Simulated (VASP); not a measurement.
The system is CoSi (NiAs type).

```
Co Si
1.0
     3.29682    0.00000    0.00000
    -1.64841    2.85513    0.00000
     0.00000    0.00000    5.11007
Co Si
2 2
Direct
  0.00000 0.00000 0.00000
  0.00000 0.00000 0.50000
  0.33333 0.66667 0.25000
  0.66667 0.33333 0.75000
```

| Item | Value |
| --- | --- |
| Program | VASP 6.6.1 |
| Task | relaxation of cell and atoms |
| Functional | PBE |
| Potentials or basis | VASP PAW PBE potentials, release 64 (Co, Si) |
| Cutoff | 600 eV |
| k mesh | 12 × 12 × 7 |
| Occupations | fermi-dirac, width 0.08 eV |
| Spin | no spin polarisation |

At the start: pressure 5.4 GPa; volume 12.03 Å³/atom.

Problem. How do energy, volume and symmetry change on relaxing?

Solution. Over 8 steps the energy falls by 11.8 meV/atom and the volume is 12.42 Å³/atom (+3.3 %); space group P6_3/mmc (No. 194, to 0.1 Å) before and after.

Step by step:
| step | energy change (eV) | largest force (eV/Å) | pressure (GPa) | volume (Å³) |
| --- | --- | --- | --- | --- |
| 1 | 0.0000 | 0.0000 | 5.40 | 48.10 |
| 2 | -0.0185 | 0.0000 | -4.78 | 50.97 |
| 3 | -0.0337 | 0.0000 | -1.01 | 49.79 |
| 4 | -0.0452 | 0.0000 | -0.42 | 49.72 |
| 5 | -0.0472 | 0.0000 | -0.08 | 49.67 |
| 6 | -0.0472 | 0.0000 | 0.09 | 49.67 |
| 7 | -0.0472 | 0.0000 | 0.02 | 49.67 |
| 8 | -0.0472 | 0.0000 | -0.05 | 49.67 |

Final structure:
```xyz
4
Lattice="3.3776 0.0000 0.0000 -1.6888 2.9251 0.0000 0.0000 0.0000 5.0280" Properties=species:S:1:pos:R:3 pbc="T T T"
Co   -1.6888    2.9251    5.0280
Co    0.0000    0.0000    2.5140
Si    0.0000    1.9500    1.2570
Si    1.6888    0.9750    3.7710
```
